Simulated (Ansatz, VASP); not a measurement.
Ag in VASP and in Ansatz

Contents of INCAR:

```
  PREC = Accurate
  ENCUT = 520
  EDIFF = 1E-7
  ISMEAR = -1
  SIGMA = 0.1
  LREAL = False
  LASPH = True
  NELM = 100
  ALGO = Normal
  ISIF = 2
  LWAVE = False
  LCHARG = False
  NBANDS = 12
```

File KPOINTS:

```
Automatic mesh
0
Gamma
  14 14 14
```

File POSCAR:

```
Ag
1.0
    0.0000000000      1.9996579419      1.9996579419
    1.9996579419      0.0000000000      1.9996579419
    1.9996579419      1.9996579419      0.0000000000
Ag
1
Direct
    0.0000000000      0.0000000000      0.0000000000
```

Input for Ansatz:

```yaml
crystal:
  lattice:
    - [0.0, 1.9996579419, 1.9996579419]
    - [1.9996579419, 0.0, 1.9996579419]
    - [1.9996579419, 1.9996579419, 0.0]
  atoms:
    - { symbol: Ag, position: [0.0, 0.0, 0.0] }
hamiltonian:
  xc: lda
  pseudopotentials:
    kind: paw
    azcp:
      Ag: "pseudopotentials/Ag.paw.azcp"
basis:
  ecutwfc: 420
  fft_grid_basis: typed
kpoints:
  mp_grid: { grid: [14, 14, 14], shift: [0, 0, 0] }
magnetization:
  spin_polarized: false
scf:
  occupations: { method: fermi_dirac, width: 0.1 }
  lower_state_search: "off"
output:
  stress: true
```

Alike in both runs: task single point; functional LDA; k mesh 14 × 14 × 14; occupations fermi-dirac, width 0.1 eV; no spin polarisation.

|  | VASP | Ansatz |
| --- | --- | --- |
| version | VASP 6.6.1 | Ansatz 0.2.0 |
| potentials or method | VASP PAW LDA potentials, release 64 (Ag), cutoff 520 eV | plane waves (420 eV) with PAW, scalar-relativistic |
| valence electrons in the cell | 11 | 19 |

Ansatz gave:

* pressure (GPa): 0.2

Which values does VASP return?

Pressure (GPa): 0.3.

Ansatz warns that its potentials were made for another functional, while VASP's fit it. LDA's correlation is that of Perdew and Zunger in VASP and of Perdew and Wang (1992) in Ansatz. VASP's potentials hold 11 valence electrons a cell and Ansatz's 19, so a difference there can come from the potentials and not from the codes.
